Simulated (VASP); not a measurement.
# Zr (P-1) in VASP: electric field gradients with PBE

Aim: the electric field gradients of Zr with PBE.

Everything below comes from runs of VASP 6.6.1. Logs are shortened: lines on timing, memory, paths and dates and some standing lists are left out, and cuts for length are marked.

**1. The cell of the first run**

The typed cell holds 2 atoms: a = 3.232 Å, b = 3.260 Å, c = 5.148 Å, α = 90.41°, β = 91.14°, γ = 120.85°.

**2. Electric field gradients, PBE (equal xy, yz and zx shear strains of -2 %)**

Input file INCAR:

```
ALGO = Normal
EDIFF = 1E-8
ENCUT = 520
GGA = PE
ISIF = 2
ISMEAR = -1
LASPH = True
LCHARG = False
LEFG = True
LREAL = False
LWAVE = False
NBANDS = 19
NELM = 60
PREC = Accurate
SIGMA = 0.08
```

Input file KPOINTS:

```
k-points
0
Gamma
  13 13 7
```

Input file POSCAR:

```
Zr
1.0
    3.2319982225     -0.0323199822     -0.0323199822
   -1.6439890369      2.8151525567     -0.0118299345
   -0.0514700000     -0.0514700000      5.1470000000
Zr
2
Direct
    0.3333333333      0.6666666667      0.2500000000
    0.6666666667      0.3333333333      0.7500000000
```

Potentials or basis: VASP PAW PBE potentials, release 64 (Zr_sv).

Started as:

```bash
$ cat potpaw_PBE.64/Zr_sv/POTCAR > POTCAR
$ mpirun -np 1 vasp_std > vasp.out
```

OUTCAR:

```text
EDIFF = 1E-8
   ENCUT = 520
   GGA = PE
   ISIF = 2
   ISMEAR = -1
   LASPH = True
   LREAL = False
   NELM = 60
   PREC = Accurate

 ion  position               nearest neighbor table
   1  0.333  0.667  0.250-   2 3.13   2 3.15   2 3.18   2 3.20   2 3.21   2 3.21
   2  0.667  0.333  0.750-   1 3.13   1 3.15   1 3.18   1 3.20   1 3.21   1 3.21

  LATTYP: Found a triclinic cell.
 ALAT       =     3.2043532150
 B/A-ratio  =     1.0087281861
 C/A-ratio  =     1.6064130041
 COS(alpha) =     0.0198960208
 COS(beta)  =     0.0274156886
 COS(gamma) =     0.4869832430

  Lattice vectors:

 A1 = (   1.5880091856,   2.7828325745,  -0.0441499167)
 A2 = (   3.2319982225,  -0.0323199822,  -0.0323199822)
 A3 = (   0.0514700000,   0.0514700000,  -5.1470000000)

Analysis of symmetry for initial positions (statically):
=====================================================================
 Subroutine PRICEL returns:
 Original cell was already a primitive cell.

 Routine SETGRP: Setting up the symmetry group for a
 triclinic supercell.

 Subroutine GETGRP returns: Found  2 space group operations
 (whereof  2 operations were pure point group operations)
 out of a pool of  2 trial point group operations.

The static configuration has the point symmetry S_2 .

Analysis of symmetry for dynamics (positions and initial velocities):
=====================================================================
 Subroutine PRICEL returns:
 Original cell was already a primitive cell.

 Routine SETGRP: Setting up the symmetry group for a
 triclinic supercell.

 Subroutine GETGRP returns: Found  2 space group operations
 (whereof  2 operations were pure point group operations)
 out of a pool of  2 trial point group operations.

The dynamic configuration has the point symmetry S_2 .

 Subroutine INISYM returns: Found  2 space group operations
 (whereof  2 operations are pure point group operations),
 and found     1 'primitive' translations

----------------------------------------------------------------------------------------

                                     Primitive cell

  volume of cell :      46.5474

  direct lattice vectors                    reciprocal lattice vectors
     3.231998223 -0.032319982 -0.032319982     0.311273395  0.181797742  0.004930711
    -1.643989037  2.815152557 -0.011829935     0.003609531  0.357343593  0.003609531
    -0.051470000 -0.051470000  5.147000000     0.001962901  0.001962901  0.194327193

  length of vectors
     3.232321406  3.260049665  5.147514674     0.360507778  0.357380051  0.194347019

  position of ions in fractional coordinates (direct lattice)
     0.333333333  0.666666667  0.250000000
     0.666666667  0.333333333  0.750000000

  ion indices of the primitive-cell ions
   primitive index   ion index
                 1           1
                 2           2

----------------------------------------------------------------------------------------

 KPOINTS: k-points

Automatic generation of k-mesh.
 Grid dimensions read from file:
 generate k-points for:   13   13    7

 Generating k-lattice:

  Cartesian coordinates                     Fractional coordinates (reciprocal lattice)
     0.023944107  0.013984442  0.000379285     0.076923077  0.000000000 -0.000000000
     0.000277656  0.027487969  0.000277656     0.000000000  0.076923077  0.000000000
     0.000280414  0.000280414  0.027761028     0.000000000 -0.000000000  0.142857143

  Length of vectors
     0.027731368  0.027490773  0.027763860

  Shift w.r.t. Gamma in fractional coordinates (k-lattice)
     0.000000000  0.000000000  0.000000000

 Subroutine IBZKPT returns following result:
 ===========================================

 Found    592 irreducible k-points:

 Following reciprocal coordinates:
            Coordinates               Weight
  0.000000  0.000000  0.000000      1.000000
  0.076923  0.000000  0.000000      2.000000
  0.153846  0.000000  0.000000      2.000000
  0.230769  0.000000  0.000000      2.000000
  0.307692  0.000000  0.000000      2.000000
  0.384615  0.000000  0.000000      2.000000
[... 16 lines left out ...]
  0.153846  0.153846 -0.000000      2.000000
  0.230769  0.153846  0.000000      2.000000
 [... further k-points ...]
   k-points           NKPTS =    592   k-points in BZ     NKDIM =    592   number of bands    NBANDS=     19
   number of dos      NEDOS =    301   number of ions     NIONS =      2
   total plane-waves  NPLWV =  23040
   dimension x,y,z NGX =    24 NGY =   24 NGZ =   40
   dimension x,y,z NGXF=    48 NGYF=   48 NGZF=   80
   ions per type =               2
   NGX,Y,Z   is equivalent  to a cutoff of  12.34, 12.24, 12.92 a.u.
   NGXF,Y,Z  is equivalent  to a cutoff of  24.69, 24.48, 25.84 a.u.
 SYSTEM =  unknown system
   PREC   = accura    normal or accurate (medium, high low for compatibility)
   ISTART =      0    job   : 0-new  1-cont  2-samecut
   ICHARG =      2    charge: 1-file 2-atom 10-const
   ISPIN  =      1    spin polarized calculation?
   LNONCOLLINEAR =      F non collinear calculations
   LSORBIT =      F    spin-orbit coupling
   LASPH  =      T    aspherical Exc in radial PAW
   ENCUT  =  520.0 eV  38.22 Ry    6.18 a.u.   6.01  6.06  9.57*2*pi/ulx,y,z
   NELM   =     60;   NELMIN=  2; NELMDL= -5     # of ELM steps
   EDIFF  = 0.1E-07   stopping-criterion for ELM
   LREAL  =      F    real-space projection
   EDIFFG = 0.1E-06   stopping-criterion for IOM
   NSW    =      0    number of steps for IOM
   IBRION =     -1    ionic relax: 0-MD 1-quasi-New 2-CG
   NFREE  =      0    steps in history (QN), initial steepest desc. (CG)
   ISIF   =      2    stress and relaxation
   ISYM   =      2    0-nonsym 1-usesym 2-fastsym
   POTIM  = 0.5000    time-step for ionic-motion
   TEBEG  =    0.0;   TEEND  =   0.0 temperature during run
   PSTRESS=    0.0 pullay stress
   NELECT =      24.0000    total number of electrons
   NUPDOWN=      -1.0000    fix difference up-down
   EMIN   =  10.00;   EMAX   =-10.00  energy-range for DOS
   EFERMI =   0.00;   METHOD = LEGACY
   ISMEAR =    -1;   SIGMA  =   0.08  broadening in eV -4-tet -1-fermi 0-gaus
   EFERMI_NEDOS =   21; number of points for ismear=-14 and -15
   IALGO  =     38    algorithm
   IMIX   =      4    mixing-type and parameters
     AMIX     =   0.40;   BMIX     =  1.00
     AMIX_MAG =   1.60;   BMIX_MAG =  1.00
  volume/ion in A,a.u.               =      23.27       157.06
  Fermi-wavevector in a.u.,A,eV,Ry     =   1.312744  2.480726 23.446868  1.723296
  Thomas-Fermi vector in A             =   2.443115
   LORBIT       =      0    0 simple, 1 ext, 2 COOP (PROOUT), +10 PAW based schemes
   GGA     = PE    functional components
   LHFCALC =     F    Hartree Fock is set to
   AEXX    =    0.0000 exact exchange contribution
   IVDW    =     0    specifies the selected vdW correction
   LEPSILON=     F    determine dielectric tensor
   LRPA    =     F    only Hartree local field effects (RPA)
 non-spin polarized calculation
  energy-cutoff  :      520.00
  volume of cell :       46.55
 maximum number of plane-waves:      1270
   NGX = 13   NGY = 13   NGZ = 19

 number of electron      24.0000000 magnetization

 Free energy of the ion-electron system (eV)
  ---------------------------------------------------
  ext. energy  EPLUGINS =         0.00000000
  ---------------------------------------------------
  free energy    TOTEN  =       -17.05540687 eV

  energy without entropy =      -17.01062792  energy(sigma->0) =      -17.03301739

 E-fermi :   8.9818     XC(G=0): -11.0828

 val. band max:        8.9812316837   @ k =   0.0000  -0.1538   0.1429
 cond. band min:       8.9836885672   @ k =  -0.3077  -0.3077   0.4286
 fundamental gap:      0.0024568835
 Fermi energy:         8.9818471301

 k-point     1 :       0.0000    0.0000    0.0000
  band No.  band energies     occupation
      1     -39.8374      2.00000
      2     -39.6819      2.00000
      3     -18.3618      2.00000
      4     -17.5041      2.00000
      5     -17.4788      2.00000
      6     -17.3630      2.00000
[... 11 lines left out ...]
     18      11.2040      0.00000
     19      13.3788      0.00000

 k-point     2 :       0.0769    0.0000    0.0000
  band No.  band energies     occupation
      1     -39.8303      2.00000
      2     -39.6789      2.00000
      3     -18.3431      2.00000
      4     -17.5253      2.00000
      5     -17.5129      2.00000
      6     -17.3878      2.00000
[... 11 lines left out ...]
     18      11.0335      0.00000
     19      13.4983      0.00000

 k-point     3 :       0.1538    0.0000    0.0000
  band No.  band energies     occupation
      1     -39.8105      2.00000
      2     -39.6709      2.00000
      3     -18.2894      2.00000
      4     -17.6361      2.00000
      5     -17.5542      2.00000
      6     -17.4996      2.00000
[... 11 lines left out ...]
     18      11.0141      0.00000
     19      13.7400      0.00000

 k-point     4 :       0.2308    0.0000    0.0000
  band No.  band energies     occupation
      1     -39.7814      2.00000
      2     -39.6607      2.00000
      3     -18.2068      2.00000
      4     -17.7967      2.00000
      5     -17.6556      2.00000
      6     -17.6053      2.00000
[... 11 lines left out ...]
     18      11.6935      0.00000
     19      13.9704      0.00000

 k-point     5 :       0.3077    0.0000    0.0000
  band No.  band energies     occupation
      1     -39.7484      2.00000
      2     -39.6517      2.00000
      3     -18.1064      2.00000
      4     -17.9659      2.00000
      5     -17.8142      2.00000
      6     -17.6572      2.00000
[... 11 lines left out ...]
     18      12.5516      0.00000
     19      14.1329      0.00000
[... 334 lines left out ...]
      2     -39.6716      2.00000
      3     -18.2913      2.00000
      4     -17.6423      2.00000
      5     -17.5405      2.00000
      6     -17.5049      2.00000
[... 11 lines left out ...]
     18      11.1293      0.00000
     19      13.7617      0.00000

 k-point    22 :       0.0769    0.1538    0.0000
  band No.  band energies     occupation
      1     -39.7930      2.00000
      2     -39.6647      2.00000
      3     -18.2397      2.00000
      4     -17.7289      2.00000
      5     -17.6451      2.00000
      6     -17.5390      2.00000
[... 11 lines left out ...]
     18      11.5840      0.00000
     19      13.8339      0.00000

 k-point    23 :       0.1538    0.1538   -0.0000
  band No.  band energies     occupation
      1     -39.7662      2.00000
      2     -39.6562      2.00000
      3     -18.1609      2.00000
      4     -17.8278      2.00000
      5     -17.7999      2.00000
      6     -17.5839      2.00000
[... 11 lines left out ...]
     18      12.4289      0.00000
     19      13.8890      0.00000

 k-point    24 :       0.2308    0.1538    0.0000
  band No.  band energies     occupation
      1     -39.7359      2.00000
      2     -39.6495      2.00000
      3     -18.0648      2.00000
      4     -17.9609      2.00000
      5     -17.9038      2.00000
      6     -17.6568      2.00000
[... 11 lines left out ...]
     18      13.4517      0.00000
     19      13.9401      0.00000

 [... further k-points ...]

------------------------ aborting loop because EDIFF is reached ----------------------------------------

  FORCE on cell =-STRESS in cart. coord.  units (eV):
  Direction    XX          YY          ZZ          XY          YZ          ZX
  --------------------------------------------------------------------------------------
  -------------------------------------------------------------------------------------
  Total        0.0811200      0.0894921      0.2710564      0.2824053      0.1570551      0.1582393
  in kB        2.7921737      3.0803440      9.3298430      9.7204767      5.4058842      5.4466447
  external PRESSURE =       5.0674536 kB  Pullay stress =       0.0000000 kB

 VOLUME and BASIS-vectors are now :
 -----------------------------------------------------------------------------
  energy-cutoff  :      520.00
  volume of cell :       46.55
      direct lattice vectors                 reciprocal lattice vectors
     3.231998223 -0.032319982 -0.032319982     0.311273395  0.181797742  0.004930711
    -1.643989037  2.815152557 -0.011829935     0.003609531  0.357343593  0.003609531
    -0.051470000 -0.051470000  5.147000000     0.001962901  0.001962901  0.194327193

 POSITION                                       TOTAL-FORCE (eV/Angst)
 -----------------------------------------------------------------------------------
     -0.03153      1.85313      1.26809         0.042836      0.001691      0.006067
      1.56807      0.87824      3.83476        -0.042836     -0.001691     -0.006067
 -----------------------------------------------------------------------------------
    total drift:                               -0.000000      0.000000     -0.000000

  FREE ENERGIE OF THE ION-ELECTRON SYSTEM (eV)
  ---------------------------------------------------
  free  energy   TOTEN  =       -17.0554068715 eV

  energy  without entropy=      -17.0106279153  energy(sigma->0) =      -17.03301739

 Electric field gradients (V/A^2)
---------------------------------------------------------------------
 ion       V_xx      V_yy      V_zz      V_xy      V_xz      V_yz
---------------------------------------------------------------------
   1     -21.093   -20.830    41.923     2.689     4.937     4.949
   2     -21.093   -20.830    41.923     2.689     4.937     4.949
---------------------------------------------------------------------

 Electric field gradients after diagonalization (V/A^2)
 (convention: |V_zz| > |V_xx| > |V_yy|)
----------------------------------------------------------------------
 ion       V_xx      V_yy      V_zz     asymmetry (V_yy - V_xx)/ V_zz
----------------------------------------------------------------------
   1     -23.654   -19.070    42.724       0.107
   2     -23.654   -19.070    42.724       0.107
----------------------------------------------------------------------

           NMR quadrupolar parameters

 Cq : quadrupolar parameter    Cq=e*Q*V_zz/h
 eta: asymmetry parameters     (V_yy - V_xx)/ V_zz
 Q  : nuclear electric quadrupole moment in mb (millibarn)
----------------------------------------------------------------------
 ion       Cq(MHz)       eta       Q (mb)
----------------------------------------------------------------------
   1       0.103       0.107       1.000
   2       0.103       0.107       1.000
----------------------------------------------------------------------
```

Run time: 7.2 min. Hardware: 1 thread of Intel Xeon Platinum 8259CL at 2.50GHz (Skylake/Cascade Lake), shared host; peak memory 0.49 GiB.

Results:

| Property | Result |
| --- | --- |
| Free energy | -17.0554 eV |
| Pressure | 0.5 GPa |
| Largest force | 0.043 eV/Å |
| Band gap on the k mesh | zero (bands 12 and 13 overlap by 1.27 eV) |
| Largest electric field gradient by atom | Zr +42.7 V/Å² |

Forces in eV/Å, atoms in the order of the input:
```
Zr   0.043  0.002  0.006
Zr  -0.043 -0.002 -0.006
```

Stress tensor (GPa, compression positive):
```
0.28 0.97 0.54
0.97 0.31 0.54
0.54 0.54 0.93
```

Levels at points of the mesh, in eV from the Fermi level:
| k point | band 10 | band 11 | band 12 | band 13 | band 14 | band 15 |
| --- | --- | --- | --- | --- | --- | --- |
| (0.00, 0.00, 0.00) | -3.01 | 0.71 | 1.01 | 1.05 | 1.19 | 1.42 |

Electric field gradients, principal values (V/Å²):
| atom | least | middle | greatest (by size) |
| --- | --- | --- | --- |
| 1 Zr | -19.070 | -23.654 | 42.724 |
| 2 Zr | -19.070 | -23.654 | 42.724 |

Caveat: the cell differs from its parent crystal (equal xy, yz and zx shear strains of -2 %); without QUAD_EFG the Cq values of the log hold for a quadrupole moment of 1 mb, not for the nuclei.
